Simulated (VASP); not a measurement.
# Al2H (Pnnm) in VASP: notebook

The runs below take Al2H through single point, with PBE.

Program: VASP 6.6.1. These are calculated values, not measurements. Logs are shortened: lines on timing, memory, paths and dates and some standing lists are left out, and cuts for length are marked.

## 1. The cell of the first run

It takes space group Pnnm (No. 58, orthorhombic). The conventional cell has a = 4.414 Å, b = 4.881 Å, c = 2.930 Å, α = 90.00°, β = 90.00°, γ = 90.00°. Within 3.0 Å of Al (site symmetry m) lie 3 H at 1.98 to 2.01 Å and 12 Al at 2.68 to 2.93 Å. Within 2.6 Å of H (site symmetry 2/m) lie 6 Al at 1.98 to 2.01 Å.

The cell was generated, and may not be a known phase.

## 2. Single point, PBE

INCAR

```
ALGO     = Normal         # electronic algorithm
EDIFF    = 1E-6           # SCF threshold, eV
ENCUT    = 520            # plane-wave cutoff, eV
GGA      = PE             # functional
ISIF     = 2              # what is computed and relaxed
ISMEAR   = 0              # smearing method
LASPH    = True           # aspherical terms in the spheres
LCHARG   = False          # write CHGCAR
LREAL    = False          # projectors in reciprocal space
LWAVE    = False          # write WAVECAR
NBANDS   = 16             # bands
NELM     = 100            # most SCF steps
PREC     = Accurate       # precision mode
SIGMA    = 0.1            # smearing width, eV
```

KPOINTS

```
k-points
0
Gamma
  4 4 6
```

POSCAR

```
Al2H
1.0
    4.4144328800      0.0000000000      0.0000000000
    0.0000000000      4.8805790400      0.0000000000
    0.0000000000      0.0000000000      2.9302078300
Al H
4 2
Direct
    0.2529510000      0.6587479700      0.0000000000
    0.7470490000      0.3412520300      0.0000000000
    0.2470490000      0.1587479700      0.5000000000
    0.7529510000      0.8412520300      0.5000000000
    0.0000000000      0.0000000000      0.0000000000
    0.5000000000      0.5000000000      0.5000000000
```

Potentials or basis: VASP PAW PBE potentials, release 64 (Al, H).

On the command line:

```console
$ cat potpaw_PBE.64/Al/POTCAR potpaw_PBE.64/H/POTCAR > POTCAR
$ mpirun -np 1 vasp_std > vasp.out
```

OUTCAR:

```text
EDIFF = 1E-6
   ENCUT = 520
   GGA = PE
   ISIF = 2
   ISMEAR = 0
   LASPH = True
   LREAL = False
   NELM = 100
   PREC = Accurate

 ion  position               nearest neighbor table
   1  0.253  0.659  0.000-   6 1.98   6 1.98   5 2.01   2 2.68   2 2.72   4 2.79   4 2.79   4 2.79
                             4 2.79   3 2.85   3 2.85   3 2.85   3 2.85
   2  0.747  0.341  0.000-   6 1.98   6 1.98   5 2.01   1 2.68   1 2.72   3 2.79   3 2.79   3 2.79
                             3 2.79   4 2.85   4 2.85   4 2.85   4 2.85
   3  0.247  0.159  0.500-   5 1.98   5 1.98   6 2.01   4 2.68   4 2.72   2 2.79   2 2.79   2 2.79
                             2 2.79   1 2.85   1 2.85   1 2.85   1 2.85
   4  0.753  0.841  0.500-   5 1.98   5 1.98   6 2.01   3 2.68   3 2.72   1 2.79   1 2.79   1 2.79
                             1 2.79   2 2.85   2 2.85   2 2.85   2 2.85
   5  0.000  0.000  0.000-   3 1.98   4 1.98   3 1.98   4 1.98   1 2.01   2 2.01
   6  0.500  0.500  0.500-   1 1.98   2 1.98   1 1.98   2 1.98   3 2.01   4 2.01

  LATTYP: Found a simple orthorhombic cell.
 ALAT       =     2.9302078300
 B/A-ratio  =     1.5065255218
 C/A-ratio  =     1.6656084903

  Lattice vectors:

 A1 = (   0.0000000000,   0.0000000000,   2.9302078300)
 A2 = (   4.4144328800,   0.0000000000,   0.0000000000)
 A3 = (   0.0000000000,   4.8805790400,   0.0000000000)

Analysis of symmetry for initial positions (statically):
=====================================================================
 Subroutine PRICEL returns:
 Original cell was already a primitive cell.

 Routine SETGRP: Setting up the symmetry group for a
 simple orthorhombic supercell.

 Subroutine GETGRP returns: Found  8 space group operations
 (whereof  4 operations were pure point group operations)
 out of a pool of  8 trial point group operations.

The static configuration has the point symmetry C_2h.
 The point group associated with its full space group is D_2h.

Analysis of symmetry for dynamics (positions and initial velocities):
=====================================================================
 Subroutine PRICEL returns:
 Original cell was already a primitive cell.

 Routine SETGRP: Setting up the symmetry group for a
 simple orthorhombic supercell.

 Subroutine GETGRP returns: Found  8 space group operations
 (whereof  4 operations were pure point group operations)
 out of a pool of  8 trial point group operations.

The dynamic configuration has the point symmetry C_2h.
 The point group associated with its full space group is D_2h.

 Subroutine INISYM returns: Found  8 space group operations
 (whereof  4 operations are pure point group operations),
 and found     1 'primitive' translations

----------------------------------------------------------------------------------------

                                     Primitive cell

  volume of cell :      63.1313

  direct lattice vectors                    reciprocal lattice vectors
     4.414432880  0.000000000  0.000000000     0.226529665  0.000000000  0.000000000
     0.000000000  4.880579040  0.000000000     0.000000000  0.204893721  0.000000000
     0.000000000  0.000000000  2.930207830     0.000000000  0.000000000  0.341272721

  length of vectors
     4.414432880  4.880579040  2.930207830     0.226529665  0.204893721  0.341272721

  position of ions in fractional coordinates (direct lattice)
     0.252951000  0.658747970  0.000000000
     0.747049000  0.341252030  0.000000000
     0.247049000  0.158747970  0.500000000
     0.752951000  0.841252030  0.500000000
     0.000000000  0.000000000  0.000000000
     0.500000000  0.500000000  0.500000000

  ion indices of the primitive-cell ions
   primitive index   ion index
                 1           1
                 2           2
                 3           3
                 4           4
                 5           5
                 6           6

----------------------------------------------------------------------------------------

 KPOINTS: k-points

Automatic generation of k-mesh.
 Grid dimensions read from file:
 generate k-points for:    4    4    6

 Generating k-lattice:

  Cartesian coordinates                     Fractional coordinates (reciprocal lattice)
     0.056632416  0.000000000  0.000000000     0.250000000  0.000000000  0.000000000
     0.000000000  0.051223430  0.000000000     0.000000000  0.250000000  0.000000000
     0.000000000  0.000000000  0.056878787     0.000000000  0.000000000  0.166666667

  Length of vectors
     0.056632416  0.051223430  0.056878787

  Shift w.r.t. Gamma in fractional coordinates (k-lattice)
     0.000000000  0.000000000  0.000000000

 Subroutine IBZKPT returns following result:
 ===========================================

 Found     36 irreducible k-points:

 Following reciprocal coordinates:
            Coordinates               Weight
  0.000000  0.000000  0.000000      1.000000
  0.250000  0.000000  0.000000      2.000000
  0.500000  0.000000  0.000000      1.000000
  0.000000  0.250000  0.000000      2.000000
  0.250000  0.250000  0.000000      4.000000
  0.500000  0.250000  0.000000      2.000000
[... 16 lines left out ...]
  0.250000  0.250000  0.333333      8.000000
  0.500000  0.250000  0.333333      4.000000
 [... further k-points ...]
   k-points           NKPTS =     36   k-points in BZ     NKDIM =     36   number of bands    NBANDS=     16
   number of dos      NEDOS =    301   number of ions     NIONS =      6
   total plane-waves  NPLWV =  31104
   dimension x,y,z NGX =    36 NGY =   36 NGZ =   24
   dimension x,y,z NGXF=    72 NGYF=   72 NGZF=   48
   ions per type =               4   2
   NGX,Y,Z   is equivalent  to a cutoff of  13.56, 12.26, 13.62 a.u.
   NGXF,Y,Z  is equivalent  to a cutoff of  27.11, 24.53, 27.23 a.u.
 SYSTEM =  unknown system
   PREC   = accura    normal or accurate (medium, high low for compatibility)
   ISTART =      0    job   : 0-new  1-cont  2-samecut
   ICHARG =      2    charge: 1-file 2-atom 10-const
   ISPIN  =      1    spin polarized calculation?
   LNONCOLLINEAR =      F non collinear calculations
   LSORBIT =      F    spin-orbit coupling
   LASPH  =      T    aspherical Exc in radial PAW
   ENCUT  =  520.0 eV  38.22 Ry    6.18 a.u.   8.21  9.07  5.45*2*pi/ulx,y,z
   NELM   =    100;   NELMIN=  2; NELMDL= -5     # of ELM steps
   EDIFF  = 0.1E-05   stopping-criterion for ELM
   LREAL  =      F    real-space projection
   EDIFFG = 0.1E-04   stopping-criterion for IOM
   NSW    =      0    number of steps for IOM
   IBRION =     -1    ionic relax: 0-MD 1-quasi-New 2-CG
   NFREE  =      0    steps in history (QN), initial steepest desc. (CG)
   ISIF   =      2    stress and relaxation
   ISYM   =      2    0-nonsym 1-usesym 2-fastsym
   POTIM  = 0.5000    time-step for ionic-motion
   TEBEG  =    0.0;   TEEND  =   0.0 temperature during run
   PSTRESS=    0.0 pullay stress
   NELECT =      14.0000    total number of electrons
   NUPDOWN=      -1.0000    fix difference up-down
   EMIN   =  10.00;   EMAX   =-10.00  energy-range for DOS
   EFERMI =   0.00;   METHOD = LEGACY
   ISMEAR =     0;   SIGMA  =   0.10  broadening in eV -4-tet -1-fermi 0-gaus
   EFERMI_NEDOS =   21; number of points for ismear=-14 and -15
   IALGO  =     38    algorithm
   IMIX   =      4    mixing-type and parameters
     AMIX     =   0.40;   BMIX     =  1.00
     AMIX_MAG =   1.60;   BMIX_MAG =  1.00
  volume/ion in A,a.u.               =      10.52        71.01
  Fermi-wavevector in a.u.,A,eV,Ry     =   0.990914  1.872556 13.359703  0.981910
  Thomas-Fermi vector in A             =   2.122618
   LORBIT       =      0    0 simple, 1 ext, 2 COOP (PROOUT), +10 PAW based schemes
   GGA     = PE    functional components
   LHFCALC =     F    Hartree Fock is set to
   AEXX    =    0.0000 exact exchange contribution
   IVDW    =     0    specifies the selected vdW correction
   LEPSILON=     F    determine dielectric tensor
   LRPA    =     F    only Hartree local field effects (RPA)
 non-spin polarized calculation
 Gauss-broadening in eV      SIGMA  =   0.10
  energy-cutoff  :      520.00
  volume of cell :       63.13
 maximum number of plane-waves:      1728
 NGX is ok and might be reduce to    36
   NGX = 17   NGY = 19   NGZ = 11

 number of electron      13.9999999 magnetization

 Free energy of the ion-electron system (eV)
  ---------------------------------------------------
  ext. energy  EPLUGINS =         0.00000000
  ---------------------------------------------------
  free energy    TOTEN  =       -19.65519116 eV

  energy without entropy =      -19.64317604  energy(sigma->0) =      -19.64918360

 E-fermi :   9.1767     XC(G=0): -10.7231

 val. band max:        9.1119787671   @ k =   0.2500   0.0000   0.3333
 cond. band min:       9.2044666408   @ k =   0.0000   0.2500   0.5000
 fundamental gap:      0.0924878736
 Fermi energy:         9.1766572267

 k-point     1 :       0.0000    0.0000    0.0000
  band No.  band energies     occupation
      1      -4.0688      2.00000
      2      -0.1243      2.00000
      3       3.1327      2.00000
      4       4.2154      2.00000
      5       4.8267      2.00000
      6       7.2737      2.00000
[... 8 lines left out ...]
     15      19.0321      0.00000
     16      19.1997      0.00000

 k-point     2 :       0.2500    0.0000    0.0000
  band No.  band energies     occupation
      1      -3.6383      2.00000
      2      -0.8034      2.00000
      3       2.8065      2.00000
      4       3.5679      2.00000
      5       5.5009      2.00000
      6       7.1662      2.00000
[... 8 lines left out ...]
     15      18.5511      0.00000
     16      18.6314      0.00000

 k-point     3 :       0.5000    0.0000    0.0000
  band No.  band energies     occupation
      1      -2.4121      2.00000
      2      -2.4121      2.00000
      3       3.4752      2.00000
      4       3.4752      2.00000
      5       5.0344      2.00000
      6       5.0344      2.00000
[... 8 lines left out ...]
     15      19.2886      0.00000
     16      19.2897      0.00000
[... 362 lines left out ...]
 k-point    23 :       0.2500    0.2500    0.3333
  band No.  band energies     occupation
      1      -1.5305      2.00000
      2       0.3020      2.00000
      3       3.3984      2.00000
      4       4.6744      2.00000
      5       5.0650      2.00000
      6       7.0336      2.00000
[... 8 lines left out ...]
     15      16.9137      0.00000
     16      17.1377      0.00000

 k-point    24 :       0.5000    0.2500    0.3333
  band No.  band energies     occupation
      1      -0.5039      2.00000
      2      -0.5039      2.00000
      3       3.4625      2.00000
      4       3.4625      2.00000
      5       5.8176      2.00000
      6       5.8176      2.00000
[... 8 lines left out ...]
     15      17.2502      0.00000
     16      17.2502      0.00000

 [... further k-points ...]
[... 5 lines left out ...]
  --------------------------------------------------------------------------------------
  -------------------------------------------------------------------------------------
  Total        6.1668814      4.3514417      4.4226050      0.0000000      0.0000000      0.0000000
  in kB      156.5061776    110.4330467    112.2390664      0.0000000      0.0000000      0.0000000
  external PRESSURE =     126.3927636 kB  Pullay stress =       0.0000000 kB

 VOLUME and BASIS-vectors are now :
 -----------------------------------------------------------------------------
  energy-cutoff  :      520.00
  volume of cell :       63.13
      direct lattice vectors                 reciprocal lattice vectors
     4.414432880  0.000000000  0.000000000     0.226529665  0.000000000  0.000000000
     0.000000000  4.880579040  0.000000000     0.000000000  0.204893721  0.000000000
     0.000000000  0.000000000  2.930207830     0.000000000  0.000000000  0.341272721

 POSITION                                       TOTAL-FORCE (eV/Angst)
 -----------------------------------------------------------------------------------
      1.11664      3.21507      0.00000        -0.502312      0.137624     -0.000000
      3.29780      1.66551      0.00000         0.502312     -0.137624      0.000000
      1.09058      0.77478      1.46510         0.502312      0.137624      0.000000
      3.32385      4.10580      1.46510        -0.502312     -0.137624     -0.000000
      0.00000      0.00000      0.00000         0.000000     -0.000000      0.000000
      2.20722      2.44029      1.46510         0.000000     -0.000000      0.000000
 -----------------------------------------------------------------------------------
    total drift:                                0.000000      0.000000     -0.000000

  FREE ENERGIE OF THE ION-ELECTRON SYSTEM (eV)
  ---------------------------------------------------
  free  energy   TOTEN  =       -19.6551911558 eV

  energy  without entropy=      -19.6431760427  energy(sigma->0) =      -19.64918360
```

Run time: 46 s. Hardware: 1 thread of Intel Xeon 8259CL, shared host; peak memory 0.18 GiB.

What came out:

```yaml
Free_energy: -19.6552 eV
Pressure: 12.6 GPa
Largest_force: 0.521 eV/Å
Band_gap_on_the_k_mesh: zero (bands 7 and 8 overlap by 7.73 eV)
```

Forces on the atoms (eV/Å):
```
Al  -0.502  0.138  0.000
Al   0.502 -0.138  0.000
Al   0.502  0.138  0.000
Al  -0.502 -0.138  0.000
H    0.000  0.000  0.000
H    0.000  0.000  0.000
```

Stress tensor (GPa, compression positive):
```
15.65  0.00  0.00
 0.00 11.04  0.00
 0.00  0.00 11.22
```

Caveat: the cell stands under pressure.

## 3. Single point, PBE

This run uses another cell than the first one, of 11.99 Å³/atom.

INCAR

```
SYSTEM = Al2H
  ALGO = Normal
  EDIFF = 1E-7
  ENCUT = 520
  GGA = PE
  ISIF = 2
  ISMEAR = 0
  LASPH = .True.
  LCHARG = .False.
  LREAL = .False.
  LWAVE = .False.
  NBANDS = 16
  NELM = 60
  PREC = Accurate
  SIGMA = 0.1
```

KPOINTS

```
k-points
0
Gamma
  4 4 6
  0 0 0
```

POSCAR

```
Al2H
1.0
    5.0277851157      0.0000000000      0.0000000000
    0.0000000000      5.1087348991      0.0000000000
    0.0000000000      0.0000000000      2.8003205577
Al H
4 2
Direct
    0.2245832013      0.6648687572      0.0000000000
    0.7754167987      0.3351312428      0.0000000000
    0.2754167987      0.1648687572      0.5000000000
    0.7245832013      0.8351312428      0.5000000000
    0.0000000000      0.0000000000      0.0000000000
    0.5000000000      0.5000000000      0.5000000000
```

Potentials or basis: VASP PAW PBE potentials, release 64 (Al, H).

On the command line:

```console
$ cat potpaw_PBE.64/Al/POTCAR potpaw_PBE.64/H/POTCAR > POTCAR
$ mpirun -np 1 vasp_std > vasp.out
```

It took 70 s on 1 thread of Intel Xeon 8259CL, shared host; peak memory 0.19 GiB.

It converged, with:

```
Free energy            : -20.2337 eV
Pressure               : 0.1 GPa
Largest force          : 0.015 eV/Å
Band gap on the k mesh : zero (bands 7 and 8 overlap by 5.68 eV)
```

Forces in eV/Å, atoms in the order of the input:
```
Al  -0.014 -0.006  0.000
Al   0.014  0.006  0.000
Al   0.014 -0.006  0.000
Al  -0.014  0.006  0.000
H    0.000  0.000  0.000
H    0.000  0.000  0.000
```

Stress tensor (GPa, compression positive):
```
 0.33  0.00  0.00
 0.00 -0.17  0.00
 0.00  0.00  0.11
```

Levels at points of the mesh, in eV from the Fermi level:
| k point | band 3 | band 4 | band 5 | band 6 | band 7 | band 8 | band 9 | band 10 | band 11 | band 12 |
| --- | --- | --- | --- | --- | --- | --- | --- | --- | --- | --- |
| (0.00, 0.00, 0.00) | -5.59 | -5.51 | -5.18 | -2.22 | -0.42 | -0.27 | 0.35 | 6.31 | 6.54 | 8.13 |
| (0.50, 0.00, 0.00) | -5.44 | -5.44 | -4.15 | -4.15 | 1.05 | 1.05 | 5.24 | 5.24 | 6.65 | 6.65 |
| (0.00, 0.50, 0.00) | -5.24 | -5.24 | -4.13 | -4.13 | 0.69 | 0.69 | 5.05 | 5.05 | 6.34 | 6.34 |
| (0.50, 0.50, 0.00) | -8.18 | -8.18 | 0.72 | 0.72 | 1.95 | 1.95 | 2.74 | 2.74 | 2.95 | 2.95 |
| (0.00, 0.00, 0.50) | -3.34 | -3.34 | -1.62 | -1.62 | -0.75 | -0.75 | -0.34 | -0.34 | 3.30 | 3.30 |
| (0.50, 0.00, 0.50) | -4.95 | -4.95 | -1.59 | -1.59 | 0.13 | 0.13 | 0.54 | 0.54 | 0.59 | 0.59 |
| (0.00, 0.50, 0.50) | -5.07 | -5.07 | -1.12 | -1.12 | -0.08 | -0.08 | 0.22 | 0.22 | 0.93 | 0.93 |
| (0.50, 0.50, 0.50) | -3.90 | -3.90 | -3.60 | -3.60 | -3.30 | -3.30 | 4.54 | 4.54 | 5.84 | 5.84 |

Caveat: the k points lie up to 0.37 Å⁻¹ apart, too coarse for converged energies and pressures of a metal.

The gap in the log of VASP goes by the Fermi energy; the results here count the filled bands.